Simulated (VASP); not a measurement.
MgO:

```
CELL_PARAMETERS angstrom
2.10850 2.10850 0.00000
-2.10850 2.10850 0.00000
0.00000 2.10850 2.10850
ATOMIC_POSITIONS crystal
Mg 0.00000 0.00000 0.00000
O 0.50000 0.50000 0.00000
```

| Property | Result |
| --- | --- |
| Program | VASP 6.6.1 |
| Task | relaxation of cell and atoms |
| Functional | LDA |
| Potentials or basis | VASP PAW LDA potentials, release 64 (Mg_sv, O) |
| Cutoff | 750 eV |
| k mesh | 14 × 14 × 14 |
| Occupations | fermi-dirac, width 0.05 eV |
| Spin | no spin polarisation |

At the start: pressure -6.5 GPa; volume 9.37 Å³/atom.

Question: How do energy, volume and symmetry change on relaxing?

Answer: Over 3 steps the energy falls by 7.8 meV/atom and the volume is 9.01 Å³/atom (-3.9 %); space group Fm-3m (No. 225, to 0.1 Å) before and after.

Step by step:
```tsv
step	energy change (eV)	largest force (eV/Å)	pressure (GPa)	volume (Å³)
1	0.0000	0.0000	-6.55	18.75
2	-0.0130	0.0000	2.92	17.73
3	-0.0156	0.0000	0.02	18.01
```

Final structure:
```
Mg O
1.0
     2.08049    2.08049    0.00000
    -2.08049    2.08049    0.00000
     0.00000    2.08049    2.08049
Mg O
1 1
Direct
  0.00000 0.00000 0.00000
  0.50000 0.50000 0.00000
```
